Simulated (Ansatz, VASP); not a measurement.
## NaCl: VASP beside Ansatz

Contents of POSCAR:

```
NaCl
1.0
    0.0000000000      2.7454847994      2.7454847994
    2.7454847994      0.0000000000      2.7454847994
    2.7454847994      2.7454847994      0.0000000000
Na Cl
1 1
Direct
    0.0000000000      0.0000000000      0.0000000000
    0.5000000000      0.5000000000      0.5000000000
```

The input INCAR.step1:

```
SYSTEM = NaCl
ALGO     = Normal         ! electronic algorithm
EDIFF    = 1E-4           ! SCF threshold, eV
ENCUT    = 520            ! plane-wave cutoff, eV
GGA      = PE             ! functional
ISMEAR   = 0              ! smearing method
LASPH    = .TRUE.         ! aspherical terms in the spheres
LCHARG   = .FALSE.        ! write CHGCAR
LREAL    = .FALSE.        ! projectors in reciprocal space
LWAVE    = .TRUE.         ! write WAVECAR
NBANDS   = 14             ! bands
NELM     = 100            ! most SCF steps
PREC     = Accurate       ! precision mode
SIGMA    = 0.01           ! smearing width, eV
```

Contents of INCAR.step2:

```
SYSTEM = NaCl
ALGO     = Normal         ! electronic algorithm
EDIFF    = 1E-6           ! SCF threshold, eV
ENCUT    = 520            ! plane-wave cutoff, eV
ISIF     = 2              ! what is computed and relaxed
ISMEAR   = 0              ! smearing method
ISTART   = 1            
LASPH    = .TRUE.         ! aspherical terms in the spheres
LCHARG   = .TRUE.         ! write CHGCAR
LELF     = .TRUE.         ! ELF
LMIXTAU  = .TRUE.       
LREAL    = .FALSE.        ! projectors in reciprocal space
LVHAR    = .TRUE.       
LWAVE    = .FALSE.        ! write WAVECAR
METAGGA  = R2SCAN         ! meta-GGA
NBANDS   = 14             ! bands
NELM     = 100            ! most SCF steps
PREC     = Accurate       ! precision mode
SIGMA    = 0.01           ! smearing width, eV
```

Contents of KPOINTS:

```
k-points
0
G
  6 6 6
  0 0 0
```

Input for Ansatz:

```yaml
crystal:
  lattice:
    - [0.0, 2.7454847994, 2.7454847994]
    - [2.7454847994, 0.0, 2.7454847994]
    - [2.7454847994, 2.7454847994, 0.0]
  atoms:
    - { symbol: Na, position: [0.0, 0.0, 0.0] }
    - { symbol: Cl, position: [0.5, 0.5, 0.5] }
kpoints:
  mp_grid: { grid: [6, 6, 6] }
hamiltonian:
  xc: r2scan
scf:
  occupations: { method: fixed }
  n_extra_bands: 4
output:
  forces: true
  stress: true
  eigenvalues: true
```

Alike in both runs: task single point; functional r2SCAN; k mesh 6 × 6 × 6; no spin polarisation.

```csv
,VASP,Ansatz
version,VASP 6.6.1,Ansatz 0.2.0
potentials or method,"VASP PAW PBE potentials, release 64 (Na_pv, Cl)","plane waves, PAW"
plane-wave cutoff (eV),520,500
occupations,"gaussian, width 0.01 eV",fixed
valence electrons in the cell,14,16
```

```csv
,VASP,Ansatz,Ansatz less VASP
gap on the k mesh at the Fermi level (eV),6.27,6.25,-0.023
pressure (GPa),1.7,2.0,+0.29
```

VASP's potentials were made for PBE, not for r2SCAN. VASP's potentials hold 14 valence electrons a cell and Ansatz's 16, so a difference there can come from the potentials and not from the codes.
